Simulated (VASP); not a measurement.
# Ta (P6_3/mmc) in VASP: notebook

The runs below take Ta through single point, with PBEsol.

All numbers are computed with VASP 6.6.1; they aren't measurements. Logs are shortened: lines on timing, memory, paths and dates and some standing lists are left out, and cuts for length are marked.

## Step 1: The cell of the first run

Symmetry: P6_3/mmc, No. 194, hexagonal system. The conventional cell has a = 3.062 Å, b = 3.062 Å, c = 4.636 Å, α = 90.00°, β = 90.00°, γ = 120.00°. Within 3.8 Å of Ta (site symmetry -6m2) lie 12 Ta at 2.92 to 3.06 Å.

## Step 2: Single point, PBEsol

Input file INCAR:

```
  PREC = Accurate
  ENCUT = 520
  EDIFF = 1E-6
  ISMEAR = 0
  SIGMA = 0.15
  LREAL = F
  LASPH = T
  NELM = 80
  ALGO = Fast
  ISIF = 2
  LWAVE = F
  LCHARG = F
  GGA = PS
  NBANDS = 18
```

Input file KPOINTS:

```
Automatic mesh
0
Gamma
  21 21 10
```

Input file POSCAR:

```
Ta
1.0
    3.0618276416      0.0000000000      0.0000000000
   -1.5309138208      2.6516205196      0.0000000000
    0.0000000000      0.0000000000      4.6357860716
Ta
2
Direct
    0.6666666667      0.3333333333      0.7500000000
    0.3333333333      0.6666666667      0.2500000000
```

Potentials or basis: VASP PAW PBE potentials, release 64 (Ta_pv).

On the command line:

```console
$ cat potpaw_PBE.64/Ta_pv/POTCAR > POTCAR
$ mpirun -np 1 vasp_std > vasp.out
```

OUTCAR:

```text
PREC = Accurate
   ENCUT = 520
   EDIFF = 1E-6
   ISMEAR = 0
   LREAL = F
   LASPH = T
   NELM = 80
   ISIF = 2
   GGA = PS

 ion  position               nearest neighbor table
   1  0.667  0.333  0.750-   2 2.92   2 2.92   2 2.92   2 2.92   2 2.92   2 2.92
   2  0.333  0.667  0.250-   1 2.92   1 2.92   1 2.92   1 2.92   1 2.92   1 2.92

  LATTYP: Found a hexagonal cell.
 ALAT       =     3.0618276416
 C/A-ratio  =     1.5140584691

  Lattice vectors:

 A1 = (   3.0618276416,   0.0000000000,   0.0000000000)
 A2 = (  -1.5309138208,   2.6516205196,   0.0000000000)
 A3 = (   0.0000000000,   0.0000000000,   4.6357860716)

Analysis of symmetry for initial positions (statically):
=====================================================================
 Subroutine PRICEL returns:
 Original cell was already a primitive cell.

 Routine SETGRP: Setting up the symmetry group for a
 hexagonal supercell.

 Subroutine GETGRP returns: Found 24 space group operations
 (whereof 12 operations were pure point group operations)
 out of a pool of 24 trial point group operations.

The static configuration has the point symmetry D_3d.
 The point group associated with its full space group is D_6h.

Analysis of symmetry for dynamics (positions and initial velocities):
=====================================================================
 Subroutine PRICEL returns:
 Original cell was already a primitive cell.

 Routine SETGRP: Setting up the symmetry group for a
 hexagonal supercell.

 Subroutine GETGRP returns: Found 24 space group operations
 (whereof 12 operations were pure point group operations)
 out of a pool of 24 trial point group operations.

The dynamic configuration has the point symmetry D_3d.
 The point group associated with its full space group is D_6h.

 Subroutine INISYM returns: Found 24 space group operations
 (whereof 12 operations are pure point group operations),
 and found     1 'primitive' translations

----------------------------------------------------------------------------------------

                                     Primitive cell

  volume of cell :      37.6370

  direct lattice vectors                    reciprocal lattice vectors
     3.061827642  0.000000000  0.000000000     0.326602316  0.188563935  0.000000000
    -1.530913821  2.651620520  0.000000000     0.000000000  0.377127871  0.000000000
     0.000000000  0.000000000  4.635786072     0.000000000  0.000000000  0.215713146

  length of vectors
     3.061827642  3.061827642  4.635786072     0.377127871  0.377127871  0.215713146

  position of ions in fractional coordinates (direct lattice)
     0.666666667  0.333333333  0.750000000
     0.333333333  0.666666667  0.250000000

  ion indices of the primitive-cell ions
   primitive index   ion index
                 1           1
                 2           2

----------------------------------------------------------------------------------------

 KPOINTS: Automatic mesh

Automatic generation of k-mesh.
 Grid dimensions read from file:
 generate k-points for:   21   21   10

 Generating k-lattice:

  Cartesian coordinates                     Fractional coordinates (reciprocal lattice)
     0.015552491  0.008979235  0.000000000     0.047619048  0.000000000  0.000000000
     0.000000000  0.017958470  0.000000000     0.000000000  0.047619048  0.000000000
     0.000000000  0.000000000  0.021571315     0.000000000  0.000000000  0.100000000

  Length of vectors
     0.017958470  0.017958470  0.021571315

  Shift w.r.t. Gamma in fractional coordinates (k-lattice)
     0.000000000  0.000000000  0.000000000

 Subroutine IBZKPT returns following result:
 ===========================================

 Found    288 irreducible k-points:

 Following reciprocal coordinates:
            Coordinates               Weight
  0.000000  0.000000  0.000000      1.000000
  0.047619  0.000000  0.000000      6.000000
  0.095238  0.000000  0.000000      6.000000
  0.142857  0.000000  0.000000      6.000000
  0.190476  0.000000  0.000000      6.000000
  0.238095  0.000000  0.000000      6.000000
[... 16 lines left out ...]
  0.142857  0.095238  0.000000     12.000000
  0.190476  0.095238  0.000000     12.000000
 [... further k-points ...]
   k-points           NKPTS =    288   k-points in BZ     NKDIM =    288   number of bands    NBANDS=     18
   number of dos      NEDOS =    301   number of ions     NIONS =      2
   total plane-waves  NPLWV =  20736
   dimension x,y,z NGX =    24 NGY =   24 NGZ =   36
   dimension x,y,z NGXF=    48 NGYF=   48 NGZF=   72
   ions per type =               2
   NGX,Y,Z   is equivalent  to a cutoff of  13.03, 13.03, 12.91 a.u.
   NGXF,Y,Z  is equivalent  to a cutoff of  26.06, 26.06, 25.82 a.u.
 SYSTEM =  unknown system
   PREC   = accura    normal or accurate (medium, high low for compatibility)
   ISTART =      0    job   : 0-new  1-cont  2-samecut
   ICHARG =      2    charge: 1-file 2-atom 10-const
   ISPIN  =      1    spin polarized calculation?
   LNONCOLLINEAR =      F non collinear calculations
   LSORBIT =      F    spin-orbit coupling
   LASPH  =      T    aspherical Exc in radial PAW
   ENCUT  =  520.0 eV  38.22 Ry    6.18 a.u.   5.69  5.69  8.62*2*pi/ulx,y,z
   NELM   =     80;   NELMIN=  2; NELMDL= -5     # of ELM steps
   EDIFF  = 0.1E-05   stopping-criterion for ELM
   LREAL  =      F    real-space projection
   EDIFFG = 0.1E-04   stopping-criterion for IOM
   NSW    =      0    number of steps for IOM
   IBRION =     -1    ionic relax: 0-MD 1-quasi-New 2-CG
   NFREE  =      0    steps in history (QN), initial steepest desc. (CG)
   ISIF   =      2    stress and relaxation
   ISYM   =      2    0-nonsym 1-usesym 2-fastsym
   POTIM  = 0.5000    time-step for ionic-motion
   TEBEG  =    0.0;   TEEND  =   0.0 temperature during run
   PSTRESS=    0.0 pullay stress
   NELECT =      22.0000    total number of electrons
   NUPDOWN=      -1.0000    fix difference up-down
   EMIN   =  10.00;   EMAX   =-10.00  energy-range for DOS
   EFERMI =   0.00;   METHOD = LEGACY
   ISMEAR =     0;   SIGMA  =   0.15  broadening in eV -4-tet -1-fermi 0-gaus
   EFERMI_NEDOS =   21; number of points for ismear=-14 and -15
   IALGO  =     68    algorithm
   IMIX   =      4    mixing-type and parameters
     AMIX     =   0.40;   BMIX     =  1.00
     AMIX_MAG =   1.60;   BMIX_MAG =  1.00
  volume/ion in A,a.u.               =      18.82       126.99
  Fermi-wavevector in a.u.,A,eV,Ry     =   1.368812  2.586680 25.492516  1.873647
  Thomas-Fermi vector in A             =   2.494743
   LORBIT       =      0    0 simple, 1 ext, 2 COOP (PROOUT), +10 PAW based schemes
   GGA     = PS    functional components
   LHFCALC =     F    Hartree Fock is set to
   AEXX    =    0.0000 exact exchange contribution
   IVDW    =     0    specifies the selected vdW correction
   LEPSILON=     F    determine dielectric tensor
   LRPA    =     F    only Hartree local field effects (RPA)
 non-spin polarized calculation
 RMM-DIIS sequential band-by-band and
 Gauss-broadening in eV      SIGMA  =   0.15
  energy-cutoff  :      520.00
  volume of cell :       37.64
 maximum number of plane-waves:      1037
 NGX is ok and might be reduce to    24
   NGX = 11   NGY = 11   NGZ = 17

 number of electron      22.0000008 magnetization

 Free energy of the ion-electron system (eV)
  ---------------------------------------------------
  ext. energy  EPLUGINS =         0.00000000
  ---------------------------------------------------
  free energy    TOTEN  =       -24.26527383 eV

  energy without entropy =      -24.23419253  energy(sigma->0) =      -24.24973318

 E-fermi :   5.5083     XC(G=0): -12.4935

 val. band max:        5.5069622942   @ k =   0.0476   0.0476   0.4000
 cond. band min:       5.5197320319   @ k =   0.3333   0.0952   0.5000
 fundamental gap:      0.0127697377
 Fermi energy:         5.5082589170

 k-point     1 :       0.0000    0.0000    0.0000
  band No.  band energies     occupation
      1     -29.2062      2.00000
      2     -28.4400      2.00000
      3     -28.4400      2.00000
      4     -28.2401      2.00000
      5     -28.2401      2.00000
      6     -28.0166      2.00000
[... 10 lines left out ...]
     17      10.3291      0.00000
     18      10.3291      0.00000

 k-point     2 :       0.0476    0.0000    0.0000
  band No.  band energies     occupation
      1     -29.1987      2.00000
      2     -28.4538      2.00000
      3     -28.4452      2.00000
      4     -28.2550      2.00000
      5     -28.2414      2.00000
      6     -28.0208      2.00000
[... 10 lines left out ...]
     17      10.3913      0.00000
     18      10.6216      0.00000

 k-point     3 :       0.0952    0.0000    0.0000
  band No.  band energies     occupation
      1     -29.1766      2.00000
      2     -28.4939      2.00000
      3     -28.4601      2.00000
      4     -28.2981      2.00000
      5     -28.2457      2.00000
      6     -28.0337      2.00000
[... 10 lines left out ...]
     17      10.5565      0.00000
     18      11.3296      0.00000

 k-point     4 :       0.1429    0.0000    0.0000
  band No.  band energies     occupation
      1     -29.1407      2.00000
      2     -28.5569      2.00000
      3     -28.4828      2.00000
      4     -28.3644      2.00000
      5     -28.2529      2.00000
      6     -28.0550      2.00000
[... 375 lines left out ...]
      4     -28.3805      2.00000
      5     -28.2662      2.00000
      6     -28.0677      2.00000
[... 10 lines left out ...]
     17      10.8395      0.00000
     18      12.7160      0.00000

 k-point    23 :       0.1429    0.0952    0.0000
  band No.  band energies     occupation
      1     -29.0724      2.00000
      2     -28.6453      2.00000
      3     -28.5764      2.00000
      4     -28.4330      2.00000
      5     -28.2828      2.00000
      6     -28.0971      2.00000
[... 10 lines left out ...]
     17      11.0166      0.00000
     18      13.6352      0.00000

 k-point    24 :       0.1905    0.0952    0.0000
  band No.  band energies     occupation
      1     -29.0151      2.00000
      2     -28.7270      2.00000
      3     -28.6345      2.00000
      4     -28.4887      2.00000
      5     -28.3000      2.00000
      6     -28.1342      2.00000
[... 10 lines left out ...]
     17      11.1917      0.00000
     18      14.5987      0.00000

 [... further k-points ...]
[... 5 lines left out ...]
  --------------------------------------------------------------------------------------
  -------------------------------------------------------------------------------------
  Total       -2.4439873     -2.4439873      0.2612148      0.0000000      0.0000000      0.0000000
  in kB     -104.0384857   -104.0384857     11.1196942      0.0000000      0.0000000      0.0000000
  external PRESSURE =     -65.6524257 kB  Pullay stress =       0.0000000 kB

 VOLUME and BASIS-vectors are now :
 -----------------------------------------------------------------------------
  energy-cutoff  :      520.00
  volume of cell :       37.64
      direct lattice vectors                 reciprocal lattice vectors
     3.061827642  0.000000000  0.000000000     0.326602316  0.188563935  0.000000000
    -1.530913821  2.651620520  0.000000000     0.000000000  0.377127871  0.000000000
     0.000000000  0.000000000  4.635786072     0.000000000  0.000000000  0.215713146

 POSITION                                       TOTAL-FORCE (eV/Angst)
 -----------------------------------------------------------------------------------
      1.53091      0.88387      3.47684         0.000000     -0.000000      0.000000
     -0.00000      1.76775      1.15895        -0.000000      0.000000      0.000000
 -----------------------------------------------------------------------------------
    total drift:                                0.000000     -0.000000      0.000000

  FREE ENERGIE OF THE ION-ELECTRON SYSTEM (eV)
  ---------------------------------------------------
  free  energy   TOTEN  =       -24.2652738322 eV

  energy  without entropy=      -24.2341925286  energy(sigma->0) =      -24.24973318
```

It took 80 s on 1 thread of Intel Xeon Platinum 8559C (Emerald Rapids), shared host; peak memory 0.27 GiB.

What came out:

```yaml
Free_energy: -24.2653 eV
Pressure: -6.6 GPa
Band_gap_on_the_k_mesh: zero (band 11 reaches 6.67 eV, above the bottom of band 12 at 4.71 eV)
```

Stress tensor (GPa, compression positive):
```
-10.40   0.00   0.00
  0.00 -10.40   0.00
  0.00   0.00   1.11
```

Levels at points of the mesh, in eV from the Fermi level:
```csv
k point,band 8,band 9,band 10,band 11,band 12,band 13,band 14,band 15
"(0.00, 0.00, 0.00)",-4.65,0.13,0.13,1.08,1.12,1.12,1.29,1.50
"(0.00, 0.00, 0.50)",-5.97,-0.34,-0.34,-0.10,-0.10,-0.10,-0.10,4.26
```

Caveat: the PAW data sets were made with another functional, which shifts forces and pressure a little; spin-orbit coupling is left out, which moves the levels of the heavy elements.

(Part 1 of 2 ends here.)
